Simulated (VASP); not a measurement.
GaP, 2 atoms in the cell. Symmetry: F-43m, No. 216, cubic system. Conventional cell: a = 5.451 Å, b = 5.451 Å, c = 5.451 Å, α = 90.00°, β = 90.00°, γ = 90.00°. Ga (site symmetry -43m) has 4 P at 2.36 Å within 3.1 Å. Within 3.1 Å of P (site symmetry -43m) lie 4 Ga at 2.36 Å. 

```yaml
Program: VASP 6.6.1
Task: single point
Functional: r2SCAN
Potentials_or_basis: VASP PAW PBE potentials, release 64 (Ga_d, P)
Cutoff: 520 eV
k_mesh: 8 × 8 × 8
Occupations: gaussian, width 0.01 eV
Spin: no spin polarisation
Dipole_correction: no
Further_INCAR_settings: ALGO = Normal; EDIFF = 1e-06; NBANDS = 16
```

Potentials or basis: VASP PAW PBE potentials, release 64 (Ga_d, P).

Command:

```bash
$ cat potpaw_PBE.64/Ga_d/POTCAR potpaw_PBE.64/P/POTCAR > POTCAR
$ cp INCAR.step1 INCAR
$ mpirun -np 1 vasp_std > vasp.out
$ cp INCAR.step2 INCAR
$ mpirun -np 1 vasp_std > vasp.out
```

Hardware: 1 thread of Intel(R) Xeon(R) Platinum 8259CL CPU @ 2.50GHz (Skylake/Cascade Lake), on a shared host.

**Question.** Estimate the wall time of this run.

**Answer.** It took 2.3 min on 1 thread of Intel(R) Xeon(R) Platinum 8259CL CPU @ 2.50GHz (Skylake/Cascade Lake), with other jobs on the host, peak memory 0.17 GiB. Counts: k points 29.
